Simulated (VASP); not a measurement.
Runs of VASP 6.6.1 on BeS. The structure is that of space group F-43m (No. 216), or close to it. The cells are those of the table. 

```tsv
task	cell	k mesh	cutoff (eV)	smearing	gap on the mesh (eV)	pressure (GPa)
single point	a = 3.372 Å, angles 60.0°, 2 atoms	8 × 8 × 8	520	gaussian 0.02 eV	(b)	7.1
relaxation of cell and atoms	relaxed from a = 3.429 Å, angles 60.0°, 2 atoms	8 × 8 × 8	600	gaussian 0.02 eV	3.60	0.0
single point	a = 3.408 Å, angles 60.0°, 2 atoms	8 × 8 × 8	520	gaussian 0.02 eV	3.53	3.4
single point	a = 3.510 Å, angles 60.0°, 2 atoms	8 × 8 × 8	520	gaussian 0.02 eV	(a)	(d)
single point	a = 3.477 Å, angles 60.0°, 2 atoms	8 × 8 × 8	520	gaussian 0.02 eV	3.66	-2.5
single point	a = 3.429 Å, angles 60.0°, 2 atoms	6 × 6 × 6	520	gaussian 0.1 eV	3.57	1.5
single point	a = 3.443 Å, angles 60.0°, 2 atoms	8 × 8 × 8	520	gaussian 0.02 eV	3.60	(c)
```

Alike in all rows: level r2SCAN; potentials or basis VASP PAW PBE potentials, release 64 (Be, S); no spin polarisation.

**Question.** Fill in the values left out.

**Answer.** (a) 3.72; (b) 3.45; (c) 0.3; (d) -4.9.

Caveats: the PAW data sets were made with another functional, which shifts forces and pressure a little.

A k mesh can miss the band edges.
